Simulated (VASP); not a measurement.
# Al2Au (Fm-3m) in VASP: further runs

The runs below take Al2Au through relaxation of cell and atoms, with r2SCAN.

Program: VASP 6.6.1. These are calculated values, not measurements. Logs are shortened: lines on timing, memory, paths and dates and some standing lists are left out, and cuts for length are marked.

## Step 1: The cell of the first run

It takes space group Fm-3m (No. 225, cubic). Conventional cell: a = 6.000 Å, b = 6.000 Å, c = 6.000 Å, α = 90.00°, β = 90.00°, γ = 90.00°. Au (site symmetry m-3m) has 8 Al at 2.60 Å within 3.4 Å. Within 3.4 Å of Al (site symmetry -43m) lie 4 Au at 2.60 Å and 6 Al at 3.00 Å.

## Step 2: Relaxation of cell and atoms, r2SCAN, target pressure 5 GPa, at which the enthalpy is minimised

POSCAR

```
Al2Au
1.0
    0.0000000000      3.0000000000      3.0000000000
    3.0000000000      0.0000000000      3.0000000000
    3.0000000000      3.0000000000      0.0000000000
Au Al
1 2
Direct
    0.0000000000      0.0000000000      0.0000000000
    0.7500000000      0.7500000000      0.7500000000
    0.2500000000      0.2500000000      0.2500000000
```

INCAR.step1

```
SYSTEM = Al2Au
PREC = Accurate
ENCUT = 600
ISMEAR = -1
SIGMA = 0.05
LREAL = .FALSE.
LASPH = .TRUE.
NELM = 60
GGA = PE
ALGO = Normal
EDIFF = 1E-4
LWAVE = .TRUE.
LCHARG = .FALSE.
```

INCAR.step2

```
SYSTEM = Al2Au
PREC = Accurate
ENCUT = 600
EDIFF = 1E-6
ISMEAR = -1
SIGMA = 0.05
LREAL = .FALSE.
LASPH = .TRUE.
NELM = 60
ALGO = Normal
ISIF = 3
LWAVE = .FALSE.
LCHARG = .FALSE.
METAGGA = R2SCAN
LMIXTAU = .TRUE.
IBRION = 2
NSW = 60
EDIFFG = -0.01
PSTRESS = 50.0
ISTART = 1
```

KPOINTS

```
regular mesh
0
G
  8 8 8
  0 0 0
```

Potentials or basis: VASP PAW PBE potentials, release 64 (Au, Al).

Launch:

```
> cat potpaw_PBE.64/Au/POTCAR potpaw_PBE.64/Al/POTCAR > POTCAR
> cp INCAR.step1 INCAR
> mpirun -np 1 vasp_std > vasp.out
> cp INCAR.step2 INCAR
> mpirun -np 1 vasp_std > vasp.out
```

OUTCAR:

```text
SYSTEM = Al2Au
   PREC = Accurate
   ENCUT = 600
   EDIFF = 1E-6
   ISMEAR = -1
   LREAL = .FALSE.
   LASPH = .TRUE.
   NELM = 60
   ISIF = 3
   METAGGA = R2SCAN
   IBRION = 2
   NSW = 60
   EDIFFG = -0.01
   PSTRESS = 50.0
   ISTART = 1

 ion  position               nearest neighbor table
   1  0.000  0.000  0.000-   2 2.60   2 2.60   2 2.60   2 2.60   3 2.60   3 2.60   3 2.60   3 2.60

   2  0.750  0.750  0.750-   1 2.60   1 2.60   1 2.60   1 2.60   3 3.00   3 3.00   3 3.00   3 3.00
                             3 3.00   3 3.00
   3  0.250  0.250  0.250-   1 2.60   1 2.60   1 2.60   1 2.60   2 3.00   2 3.00   2 3.00   2 3.00
                             2 3.00   2 3.00

  LATTYP: Found a face centered cubic cell.
 ALAT       =     6.0000000000

  Lattice vectors:

 A1 = (   0.0000000000,   3.0000000000,   3.0000000000)
 A2 = (   3.0000000000,   0.0000000000,   3.0000000000)
 A3 = (   3.0000000000,   3.0000000000,   0.0000000000)

Analysis of symmetry for initial positions (statically):
=====================================================================
 Subroutine PRICEL returns:
 Original cell was already a primitive cell.

 Routine SETGRP: Setting up the symmetry group for a
 face centered cubic supercell.

 Subroutine GETGRP returns: Found 48 space group operations
 (whereof 48 operations were pure point group operations)
 out of a pool of 48 trial point group operations.

The static configuration has the point symmetry O_h .

Analysis of symmetry for dynamics (positions and initial velocities):
=====================================================================
 Subroutine PRICEL returns:
 Original cell was already a primitive cell.

 Routine SETGRP: Setting up the symmetry group for a
 face centered cubic supercell.

 Subroutine GETGRP returns: Found 48 space group operations
 (whereof 48 operations were pure point group operations)
 out of a pool of 48 trial point group operations.

The dynamic configuration has the point symmetry O_h .

 Subroutine INISYM returns: Found 48 space group operations
 (whereof 48 operations are pure point group operations),
 and found     1 'primitive' translations

----------------------------------------------------------------------------------------

                                     Primitive cell

  volume of cell :      54.0000

  direct lattice vectors                    reciprocal lattice vectors
     0.000000000  3.000000000  3.000000000    -0.166666667  0.166666667  0.166666667
     3.000000000  0.000000000  3.000000000     0.166666667 -0.166666667  0.166666667
     3.000000000  3.000000000  0.000000000     0.166666667  0.166666667 -0.166666667

  length of vectors
     4.242640687  4.242640687  4.242640687     0.288675135  0.288675135  0.288675135

  position of ions in fractional coordinates (direct lattice)
     0.000000000  0.000000000  0.000000000
     0.750000000  0.750000000  0.750000000
     0.250000000  0.250000000  0.250000000

  ion indices of the primitive-cell ions
   primitive index   ion index
                 1           1
                 2           2
                 3           3

----------------------------------------------------------------------------------------

 KPOINTS: regular mesh

Automatic generation of k-mesh.
 Grid dimensions read from file:
 generate k-points for:    8    8    8

 Generating k-lattice:

  Cartesian coordinates                     Fractional coordinates (reciprocal lattice)
    -0.020833333  0.020833333  0.020833333     0.125000000  0.000000000  0.000000000
     0.020833333 -0.020833333  0.020833333     0.000000000  0.125000000  0.000000000
     0.020833333  0.020833333 -0.020833333     0.000000000  0.000000000  0.125000000

  Length of vectors
     0.036084392  0.036084392  0.036084392

  Shift w.r.t. Gamma in fractional coordinates (k-lattice)
     0.000000000  0.000000000  0.000000000

 Subroutine IBZKPT returns following result:
 ===========================================

 Found     29 irreducible k-points:

 Following reciprocal coordinates:
            Coordinates               Weight
  0.000000  0.000000  0.000000      1.000000
  0.125000  0.000000  0.000000      8.000000
  0.250000  0.000000  0.000000      8.000000
  0.375000  0.000000  0.000000      8.000000
  0.500000  0.000000  0.000000      4.000000
  0.125000  0.125000  0.000000      6.000000
[... 16 lines left out ...]
  0.500000  0.250000  0.125000     48.000000
 -0.375000  0.250000  0.125000     24.000000
 [... further k-points ...]
   k-points           NKPTS =     29   k-points in BZ     NKDIM =     29   number of bands    NBANDS=     12
   number of dos      NEDOS =    301   number of ions     NIONS =      3
   total plane-waves  NPLWV =  46656
   dimension x,y,z NGX =    36 NGY =   36 NGZ =   36
   dimension x,y,z NGXF=    72 NGYF=   72 NGZF=   72
   ions per type =               1   2
   NGX,Y,Z   is equivalent  to a cutoff of  14.11, 14.11, 14.11 a.u.
   NGXF,Y,Z  is equivalent  to a cutoff of  28.21, 28.21, 28.21 a.u.
 SYSTEM =  Al2Au
   PREC   = accura    normal or accurate (medium, high low for compatibility)
   ISTART =      1    job   : 0-new  1-cont  2-samecut
   ICHARG =      0    charge: 1-file 2-atom 10-const
   ISPIN  =      1    spin polarized calculation?
   LNONCOLLINEAR =      F non collinear calculations
   LSORBIT =      F    spin-orbit coupling
   LASPH  =      T    aspherical Exc in radial PAW
   ENCUT  =  600.0 eV  44.10 Ry    6.64 a.u.   8.47  8.47  8.47*2*pi/ulx,y,z
   NELM   =     60;   NELMIN=  2; NELMDL=  0     # of ELM steps
   EDIFF  = 0.1E-05   stopping-criterion for ELM
   LREAL  =      F    real-space projection
   EDIFFG = -.1E-01   stopping-criterion for IOM
   NSW    =     60    number of steps for IOM
   IBRION =      2    ionic relax: 0-MD 1-quasi-New 2-CG
   NFREE  =      1    steps in history (QN), initial steepest desc. (CG)
   ISIF   =      3    stress and relaxation
   ISYM   =      2    0-nonsym 1-usesym 2-fastsym
   POTIM  = 0.5000    time-step for ionic-motion
   TEBEG  =    0.0;   TEEND  =   0.0 temperature during run
   PSTRESS=   50.0 pullay stress
   NELECT =      17.0000    total number of electrons
   NUPDOWN=      -1.0000    fix difference up-down
   EMIN   =  10.00;   EMAX   =-10.00  energy-range for DOS
   EFERMI =   0.00;   METHOD = LEGACY
   ISMEAR =    -1;   SIGMA  =   0.05  broadening in eV -4-tet -1-fermi 0-gaus
   EFERMI_NEDOS =   21; number of points for ismear=-14 and -15
   IALGO  =     38    algorithm
   IMIX   =      4    mixing-type and parameters
     AMIX     =   0.40;   BMIX     =  1.00
     AMIX_MAG =   1.60;   BMIX_MAG =  1.00
  volume/ion in A,a.u.               =      18.00       121.47
  Fermi-wavevector in a.u.,A,eV,Ry     =   1.113679  2.104547 16.875035  1.240280
  Thomas-Fermi vector in A             =   2.250266
   LORBIT       =      0    0 simple, 1 ext, 2 COOP (PROOUT), +10 PAW based schemes
   METAGGA = R2SCAN    functional components
   LHFCALC =     F    Hartree Fock is set to
   AEXX    =    0.0000 exact exchange contribution
   IVDW    =     0    specifies the selected vdW correction
   LEPSILON=     F    determine dielectric tensor
   LRPA    =     F    only Hartree local field effects (RPA)
 conjugate gradient relaxation of ions
 non-spin polarized calculation
  energy-cutoff  :      600.00
  volume of cell :       54.00
 maximum number of plane-waves:      1826
 NGX is ok and might be reduce to    36
   NGX = 17   NGY = 17   NGZ = 17

--------------------------------------- Ionic step        1  -------------------------------------------

 number of electron      17.0000001 magnetization

 Free energy of the ion-electron system (eV)
  ---------------------------------------------------
  ext. energy  EPLUGINS =         0.00000000
  ---------------------------------------------------
  free energy    TOTEN  =       -65.55546367 eV

  energy without entropy =      -65.54874926  energy(sigma->0) =      -65.55210646

------------------------ aborting loop because EDIFF is reached ----------------------------------------

  FORCE on cell =-STRESS in cart. coord.  units (eV):
  Direction    XX          YY          ZZ          XY          YZ          ZX
  --------------------------------------------------------------------------------------
  -------------------------------------------------------------------------------------
  Total        0.0535841      0.0535841      0.0535841     -0.0000000      0.0000000     -0.0000000
  in kB        1.5898371      1.5898371      1.5898371     -0.0000000      0.0000000     -0.0000000
  external PRESSURE =     -48.4101629 kB  Pullay stress =      50.0000000 kB

 VOLUME and BASIS-vectors are now :
 -----------------------------------------------------------------------------
  energy-cutoff  :      600.00
  volume of cell :       54.00
      direct lattice vectors                 reciprocal lattice vectors
     0.000000000  3.000000000  3.000000000    -0.166666667  0.166666667  0.166666667
     3.000000000  0.000000000  3.000000000     0.166666667 -0.166666667  0.166666667
     3.000000000  3.000000000  0.000000000     0.166666667  0.166666667 -0.166666667
[... 48 lines left out ...]
  FREE ENERGIE OF THE ION-ELECTRON SYSTEM (eV)
  ---------------------------------------------------
  free  energy   TOTEN  =       -65.4136470553 eV

  energy  without entropy=      -65.4089188622  energy(sigma->0) =      -65.41128296

  enthalpy is  TOTEN    =       -63.8576393757 eV   P V=        1.5560076796

--------------------------------------- Ionic step        3  -------------------------------------------

 number of electron      17.0000001 magnetization

 Free energy of the ion-electron system (eV)
  ---------------------------------------------------
  ext. energy  EPLUGINS =         0.00000000
  ---------------------------------------------------
  free energy    TOTEN  =       -65.52526767 eV

  energy without entropy =      -65.51976576  energy(sigma->0) =      -65.52251671

 E-fermi :   8.1847     XC(G=0): -11.4452

 val. band max:        8.0355473989   @ k =   0.3750   0.1250   0.0000
 cond. band min:       8.2228220894   @ k =   0.3750   0.1250   0.0000
 fundamental gap:      0.1872746905
 Fermi energy:         8.1847395247

 k-point     1 :       0.0000    0.0000    0.0000
  band No.  band energies     occupation
      1      -3.2322      2.00000
      2       0.9849      2.00000
      3       0.9849      2.00000
      4       0.9849      2.00000
      5       2.0281      2.00000
      6       2.0281      2.00000
      7      11.2064      0.00000
      8      11.2064      0.00000
      9      11.2064      0.00000
     10      11.3432      0.00000
     11      12.5152      0.00000
     12      12.5152      0.00000

 k-point     2 :       0.1250    0.0000    0.0000
  band No.  band energies     occupation
      1      -3.0105      2.00000
      2       0.9234      2.00000
      3       1.0412      2.00000
      4       1.0413      2.00000
      5       2.0181      2.00000
      6       2.0181      2.00000
      7       8.8105      0.00001
      8      10.5287      0.00000
      9      10.5287      0.00000
     10      11.4559      0.00000
     11      13.2211      0.00000
     12      13.2211      0.00000
[... 316 lines left out ...]
 k-point    24 :      -0.3750    0.2500    0.1250
  band No.  band energies     occupation
      1      -0.4511      2.00000
      2       0.7749      2.00000
      3       1.3672      2.00000
      4       1.5166      2.00000
      5       1.9629      2.00000
      6       2.2523      2.00000
      7       2.8790      2.00000
      8       5.9637      2.00000
      9       7.2510      2.00000
     10      11.5257      0.00000
     11      12.5459      0.00000
     12      14.6272      0.00000

 [... further k-points ...]
[... 5 lines left out ...]
  --------------------------------------------------------------------------------------
  -------------------------------------------------------------------------------------
  Total        1.6257456      1.6257456      1.6257456      0.0000000      0.0000000      0.0000000
  in kB       50.0531060     50.0531060     50.0531060      0.0000000      0.0000000      0.0000000
  external PRESSURE =       0.0531060 kB  Pullay stress =      50.0000000 kB

 VOLUME and BASIS-vectors are now :
 -----------------------------------------------------------------------------
  energy-cutoff  :      600.00
  volume of cell :       52.04
      direct lattice vectors                 reciprocal lattice vectors
    -0.000000000  2.963243802  2.963243802    -0.168734007  0.168734007  0.168734007
     2.963243802  0.000000000  2.963243802     0.168734007 -0.168734007  0.168734007
     2.963243802  2.963243802 -0.000000000     0.168734007  0.168734007 -0.168734007

 POSITION                                       TOTAL-FORCE (eV/Angst)
 -----------------------------------------------------------------------------------
      0.00000      0.00000      0.00000        -0.000000     -0.000000     -0.000000
      4.44487      4.44487      4.44487         0.000000      0.000000      0.000000
      1.48162      1.48162      1.48162        -0.000000     -0.000000     -0.000000
 -----------------------------------------------------------------------------------
    total drift:                               -0.000000      0.000000      0.000000

  FREE ENERGIE OF THE ION-ELECTRON SYSTEM (eV)
  ---------------------------------------------------
  free  energy   TOTEN  =       -65.5252676672 eV

  energy  without entropy=      -65.5197657601  energy(sigma->0) =      -65.52251671

  enthalpy is  TOTEN    =       -63.9012469256 eV   P V=        1.6240207416

 reached required accuracy - stopping structural energy minimisation
```

It took 3.1 min on 1 thread of AMD EPYC 9R45 (Zen 5), shared host; peak memory 0.21 GiB.

Results:

```
Free energy                                            : -65.5253 eV
Relaxed volume                                         : 17.35 Å³/atom
Relaxed cell                                           : a = 4.191 Å, b = 4.191 Å, c = 4.191 Å, α = 60.00°, β = 60.00°, γ = 60.00°
Space group after relaxing (to 0.05 Å)                 : Fm-3m (No. 225)
Energy change on relaxing (the enthalpy is what falls) : +10.1 meV/atom
Ionic steps                                            : 3
Pressure after relaxing                                : 5.0 GPa
```

The path:
| step | energy change (eV) | largest force (eV/Å) | pressure (GPa) | volume (Å³) |
| --- | --- | --- | --- | --- |
| 1 | 0.0000 | 0.0000 | 0.16 | 54.00 |
| 2 | 0.1418 | 0.0000 | 11.75 | 49.86 |
| 3 | 0.0302 | 0.0000 | 5.01 | 52.04 |

Final structure:
```
Au Al
1.0
     0.00000    2.96324    2.96324
     2.96324    0.00000    2.96324
     2.96324    2.96324    0.00000
Au Al
1 2
Cartesian
  0.0000 0.0000 0.0000
  4.4449 4.4449 4.4449
  1.4816 1.4816 1.4816
```

Levels at points of the mesh, in eV from the Fermi level:
```csv
k point,band 7,band 8,band 9,band 10,band 11,band 12
"(0.00, 0.00, 0.00)",3.02,3.02,3.02,3.16,4.33,4.33
"(0.50, 0.00, 0.00)",-5.93,0.28,0.28,3.86,4.20,4.20
"(0.50, 0.50, 0.00)",-5.48,-2.38,-2.38,1.77,2.37,7.99
```

Caveat: the cell is relaxed towards a set pressure, so the enthalpy falls and the energy may rise; the PAW data sets were made with another functional, which shifts forces and pressure a little; spin-orbit coupling is left out, which moves the levels of the heavy elements.

[end of part 1 of 2]
